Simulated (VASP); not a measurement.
# WSe2 in VASP: further runs

WSe2 is run at these levels: r2SCAN; tasks: single point.

Program: VASP 6.6.1. These are calculated values, not measurements. Logs are shortened: lines on timing, memory, paths and dates and some standing lists are left out, and cuts for length are marked.

## (1) The cell of the first run

The cell holds a slab with vacuum, 3 atoms: a = 3.314 Å, b = 3.314 Å, c = 16.659 Å, α = 90.00°, β = 90.00°, γ = 120.00°.

## (2) Single point, r2SCAN

Input file POSCAR:

```
WSe2
1.0
    3.3143636060      0.0000000000      0.0000000000
   -1.6571818030      2.8703230802      0.0000000000
    0.0000000000      0.0000000000     16.6586759938
W Se
1 2
Direct
    0.0000000000      0.0000000000      0.0000000000
    0.3333333333      0.6666666667      0.0997031696
    0.3333333333      0.6666666667      0.9002968304
```

Input file INCAR.step1:

```
SYSTEM = WSe2
ALGO     = Normal         ! electronic algorithm
EDIFF    = 1E-4           ! SCF threshold, eV
ENCUT    = 520            ! plane-wave cutoff, eV
GGA      = PE             ! functional
ISMEAR   = 0              ! smearing method
LASPH    = .True.         ! aspherical terms in the spheres
LCHARG   = .False.        ! write CHGCAR
LREAL    = .False.        ! projectors in reciprocal space
LWAVE    = .True.         ! write WAVECAR
NBANDS   = 20             ! bands
NELM     = 80             ! most SCF steps
PREC     = Accurate       ! precision mode
SIGMA    = 0.05           ! smearing width, eV
```

Input file INCAR.step2:

```
SYSTEM = WSe2
ALGO     = Normal         ! electronic algorithm
EDIFF    = 1E-6           ! SCF threshold, eV
ENCUT    = 520            ! plane-wave cutoff, eV
ISIF     = 2              ! what is computed and relaxed
ISMEAR   = 0              ! smearing method
ISTART   = 1            
LASPH    = .True.         ! aspherical terms in the spheres
LCHARG   = .False.        ! write CHGCAR
LMIXTAU  = .True.       
LREAL    = .False.        ! projectors in reciprocal space
LWAVE    = .False.        ! write WAVECAR
METAGGA  = R2SCAN         ! meta-GGA
NBANDS   = 20             ! bands
NELM     = 80             ! most SCF steps
PREC     = Accurate       ! precision mode
SIGMA    = 0.05           ! smearing width, eV
```

Input file KPOINTS:

```
k-points
0
Gamma
  12 12 2
  0 0 0
```

Potentials or basis: VASP PAW PBE potentials, release 64 (W_sv, Se).

The run is started by

```sh
$ cat potpaw_PBE.64/W_sv/POTCAR potpaw_PBE.64/Se/POTCAR > POTCAR
$ cp INCAR.step1 INCAR
$ mpirun -np 1 vasp_std > vasp.out
$ cp INCAR.step2 INCAR
$ mpirun -np 1 vasp_std > vasp.out
```

OUTCAR:

```text
SYSTEM = WSe2
   EDIFF = 1E-6
   ENCUT = 520
   ISIF = 2
   ISMEAR = 0
   ISTART = 1
   LASPH = .True.
   LREAL = .False.
   METAGGA = R2SCAN
   NELM = 80
   PREC = Accurate

 ion  position               nearest neighbor table
   1  0.000  0.000  0.000-   2 2.53   3 2.53   2 2.53   3 2.53   2 2.53   3 2.53
   2  0.333  0.667  0.100-   1 2.53   1 2.53   1 2.53
   3  0.333  0.667  0.900-   1 2.53   1 2.53   1 2.53

  LATTYP: Found a hexagonal cell.
 ALAT       =     3.3143636060
 C/A-ratio  =     5.0262065283

  Lattice vectors:

 A1 = (   3.3143636060,   0.0000000000,   0.0000000000)
 A2 = (  -1.6571818030,   2.8703230802,   0.0000000000)
 A3 = (   0.0000000000,   0.0000000000,  16.6586759938)

Analysis of symmetry for initial positions (statically):
=====================================================================
 Subroutine PRICEL returns:
 Original cell was already a primitive cell.

 Routine SETGRP: Setting up the symmetry group for a
 hexagonal supercell.

 Subroutine GETGRP returns: Found 12 space group operations
 (whereof 12 operations were pure point group operations)
 out of a pool of 24 trial point group operations.

The static configuration has the point symmetry D_3h.

Analysis of symmetry for dynamics (positions and initial velocities):
=====================================================================
 Subroutine PRICEL returns:
 Original cell was already a primitive cell.

 Routine SETGRP: Setting up the symmetry group for a
 hexagonal supercell.

 Subroutine GETGRP returns: Found 12 space group operations
 (whereof 12 operations were pure point group operations)
 out of a pool of 24 trial point group operations.

The dynamic configuration has the point symmetry D_3h.

 Subroutine INISYM returns: Found 12 space group operations
 (whereof 12 operations are pure point group operations),
 and found     1 'primitive' translations

----------------------------------------------------------------------------------------

                                     Primitive cell

  volume of cell :     158.4789

  direct lattice vectors                    reciprocal lattice vectors
     3.314363606  0.000000000  0.000000000     0.301717047  0.174196418  0.000000000
    -1.657181803  2.870323080  0.000000000     0.000000000  0.348392837  0.000000000
     0.000000000  0.000000000 16.658675994     0.000000000  0.000000000  0.060028780

  length of vectors
[... 77 lines left out ...]
   ICHARG =      0    charge: 1-file 2-atom 10-const
   ISPIN  =      1    spin polarized calculation?
   LNONCOLLINEAR =      F non collinear calculations
   LSORBIT =      F    spin-orbit coupling
   LASPH  =      T    aspherical Exc in radial PAW
   ENCUT  =  520.0 eV  38.22 Ry    6.18 a.u.   6.16  6.16 30.97*2*pi/ulx,y,z
   NELM   =     80;   NELMIN=  2; NELMDL=  0     # of ELM steps
   EDIFF  = 0.1E-05   stopping-criterion for ELM
   LREAL  =      F    real-space projection
   EDIFFG = 0.1E-04   stopping-criterion for IOM
   NSW    =      0    number of steps for IOM
   IBRION =     -1    ionic relax: 0-MD 1-quasi-New 2-CG
   NFREE  =      0    steps in history (QN), initial steepest desc. (CG)
   ISIF   =      2    stress and relaxation
   ISYM   =      2    0-nonsym 1-usesym 2-fastsym
   POTIM  = 0.5000    time-step for ionic-motion
   TEBEG  =    0.0;   TEEND  =   0.0 temperature during run
   PSTRESS=    0.0 pullay stress
   NELECT =      26.0000    total number of electrons
   NUPDOWN=      -1.0000    fix difference up-down
   EMIN   =  10.00;   EMAX   =-10.00  energy-range for DOS
   EFERMI =   0.00;   METHOD = LEGACY
   ISMEAR =     0;   SIGMA  =   0.05  broadening in eV -4-tet -1-fermi 0-gaus
   EFERMI_NEDOS =   21; number of points for ismear=-14 and -15
   IALGO  =     38    algorithm
   IMIX   =      4    mixing-type and parameters
     AMIX     =   0.40;   BMIX     =  1.00
     AMIX_MAG =   1.60;   BMIX_MAG =  1.00
  volume/ion in A,a.u.               =      52.83       356.49
  Fermi-wavevector in a.u.,A,eV,Ry     =   0.896208  1.693588 10.928046  0.803189
  Thomas-Fermi vector in A             =   2.018637
   LORBIT       =      0    0 simple, 1 ext, 2 COOP (PROOUT), +10 PAW based schemes
   METAGGA = R2SCAN    functional components
   LHFCALC =     F    Hartree Fock is set to
   AEXX    =    0.0000 exact exchange contribution
   IVDW    =     0    specifies the selected vdW correction
   LEPSILON=     F    determine dielectric tensor
   LRPA    =     F    only Hartree local field effects (RPA)
 non-spin polarized calculation
 Gauss-broadening in eV      SIGMA  =   0.05
  energy-cutoff  :      520.00
  volume of cell :      158.48
 maximum number of plane-waves:      4298
 NGX is ok and might be reduce to    28
   NGX = 13   NGY = 13   NGZ = 61

 number of electron      25.9999999 magnetization

 Free energy of the ion-electron system (eV)
  ---------------------------------------------------
  ext. energy  EPLUGINS =         0.00000000
  ---------------------------------------------------
  free energy    TOTEN  =       -81.75058402 eV

  energy without entropy =      -81.75058402  energy(sigma->0) =      -81.75058402

 E-fermi :  -0.8419     XC(G=0):  -4.8470

 val. band max:       -1.0739078979   @ k =   0.3333   0.3333   0.0000
 cond. band min:       0.5681839682   @ k =   0.3333   0.3333   0.5000
 fundamental gap:      1.6420918661
 Fermi energy:        -0.8418847349

 k-point     1 :       0.0000    0.0000    0.0000
  band No.  band energies     occupation
      1     -77.0779      2.00000
      2     -40.6560      2.00000
      3     -40.5538      2.00000
      4     -40.5538      2.00000
      5     -16.4709      2.00000
      6     -15.1046      2.00000
[... 541 lines left out ...]
     19       6.0426      0.00000
     20       6.0993      0.00000

 [... further k-points ...]
[... 5 lines left out ...]
  --------------------------------------------------------------------------------------
  -------------------------------------------------------------------------------------
  Total        0.1153334      0.1153334      0.1368797      0.0000000     -0.0000000      0.0000000
  in kB        1.1659884      1.1659884      1.3838152      0.0000000     -0.0000000      0.0000000
  external PRESSURE =       1.2385974 kB  Pullay stress =       0.0000000 kB

 VOLUME and BASIS-vectors are now :
 -----------------------------------------------------------------------------
  energy-cutoff  :      520.00
  volume of cell :      158.48
      direct lattice vectors                 reciprocal lattice vectors
     3.314363606  0.000000000  0.000000000     0.301717047  0.174196418  0.000000000
    -1.657181803  2.870323080  0.000000000     0.000000000  0.348392837  0.000000000
     0.000000000  0.000000000 16.658675994     0.000000000  0.000000000  0.060028780

 POSITION                                       TOTAL-FORCE (eV/Angst)
 -----------------------------------------------------------------------------------
      0.00000      0.00000      0.00000        -0.000000      0.000000     -0.000000
     -0.00000      1.91355      1.66092         0.000000     -0.000000      0.044252
     -0.00000      1.91355     14.99775         0.000000     -0.000000     -0.044252
 -----------------------------------------------------------------------------------
    total drift:                                0.000001     -0.000001     -0.000000

  FREE ENERGIE OF THE ION-ELECTRON SYSTEM (eV)
  ---------------------------------------------------
  free  energy   TOTEN  =       -81.7505840200 eV

  energy  without entropy=      -81.7505840200  energy(sigma->0) =      -81.75058402
```

OUTCAR.step1:

```text
SYSTEM = WSe2
   EDIFF = 1E-4
   ENCUT = 520
   GGA = PE
   ISMEAR = 0
   LASPH = .True.
   LREAL = .False.
   NELM = 80
[... 776 lines left out ...]
      0.00000      0.00000      0.00000         0.000000      0.000000     -0.000000
     -0.00000      1.91355      1.66092        -0.000000      0.000000      0.385984
     -0.00000      1.91355     14.99775         0.000000      0.000000     -0.385984
 -----------------------------------------------------------------------------------
    total drift:                                0.000000     -0.000000     -0.000000

  FREE ENERGIE OF THE ION-ELECTRON SYSTEM (eV)
  ---------------------------------------------------
  free  energy   TOTEN  =       -21.6142220898 eV

  energy  without entropy=      -21.6142220898  energy(sigma->0) =      -21.61422209
```

Wall time 7.9 min (1 thread of Intel Xeon Platinum 8259CL at 2.50GHz (Skylake/Cascade Lake), shared host); peak memory 0.41 GiB.

Results:

```yaml
Free_energy: -81.7506 eV
Largest_force: 0.044 eV/Å
Band_gap_on_the_k_mesh: 1.64 eV
```

Forces on the atoms (eV/Å):
```
W    0.000  0.000  0.000
Se   0.000  0.000  0.044
Se   0.000  0.000 -0.044
```

Caveat: there is no dipole correction, which matters where the two faces differ; the PAW data sets were made with another functional, which shifts forces and pressure a little; spin-orbit coupling is left out, which moves the levels of the heavy elements.

[end of part 1 of 2]
